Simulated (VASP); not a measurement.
Crystal: Sn.

```xyz
2
Lattice="0.0000 3.2954 3.1482 3.2954 0.0000 3.1482 3.2954 3.2954 0.0000" Properties=species:S:1:pos:R:3 pbc="T T T"
Sn    3.2954    3.2954    3.1482
Sn    4.9431    4.9431    4.7223
```

This cell differs from its parent crystal: z stretched by -3 % at fixed volume.

Base run:

```yaml
Program: VASP 6.6.1
Functional: PBE
Potentials_or_basis: VASP PAW PBE potentials, release 64 (Sn_d)
Cutoff: 520 eV
k_mesh: 9 × 9 × 9
Occupations: fermi-dirac, width 0.03 eV
Spin: no spin polarisation
```

Its results: band gap on the k mesh zero (filled and empty bands overlap); pressure 3.1 GPa.

The run is repeated on the same cell with these changes: functional from PBE to PBEsol. What comes out?

Band gap on the k mesh zero (bands 14 and 15 overlap by 0.06 eV); pressure 0.9 GPa.

PBEsol binds more tightly than PBE, so the same cell stands under less pressure.

Caveats: spin-orbit coupling is left out, which moves the levels of the heavy elements; the cell stands under pressure (at least some runs); the PAW data sets were made with another functional, which shifts forces and pressure a little (at least some runs).
